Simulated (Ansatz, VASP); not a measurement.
## CO2 in VASP and in Ansatz

```
CELL_PARAMETERS angstrom
-4.26340 3.15222 1.99295
4.26340 -3.15222 1.99295
4.26340 3.15222 -1.99295
ATOMIC_POSITIONS crystal
C 0.85970 0.60537 0.47036
C 0.13501 0.38934 0.52964
C 0.85970 0.88934 0.75433
C 0.13501 0.10537 0.24567
O 0.82638 0.74798 0.25835
O 0.12347 0.12347 0.00000
O 0.48963 0.24798 0.42160
O 0.48963 0.56803 0.74165
O 0.11105 0.32123 0.28982
O 0.03140 0.82123 0.71018
O 0.12347 0.62347 0.50000
O 0.82638 0.06803 0.57840
```

Alike in both runs: functional LDA; k mesh 8 × 8 × 8; occupations gaussian, width 0.02 eV; no spin polarisation.

Ansatz relaxed the structure, and its values are those at the end. VASP's run is a single point on that final structure, the one shown.

|  | VASP | Ansatz |
| --- | --- | --- |
| version | VASP 6.6.1 | Ansatz 0.2.0 |
| potentials or method | VASP PAW LDA potentials, release 64 (C, O), cutoff 520 eV | scalar-relativistic, plane waves, PAW |
| valence electrons in the cell | 64 | 64 |

```tsv
	VASP	Ansatz	Ansatz less VASP
gap on the k mesh at the Fermi level (eV)	6.96	7.01	+0.050
least direct gap on the mesh (eV)	7.30	7.36	+0.062
pressure (GPa)	2.1	0.0	-2.04
rms of the force components (eV/Å)	0.067	0.005	-0.0619
```

LDA's correlation is that of Perdew and Zunger in VASP and of Perdew and Wang (1992) in Ansatz.
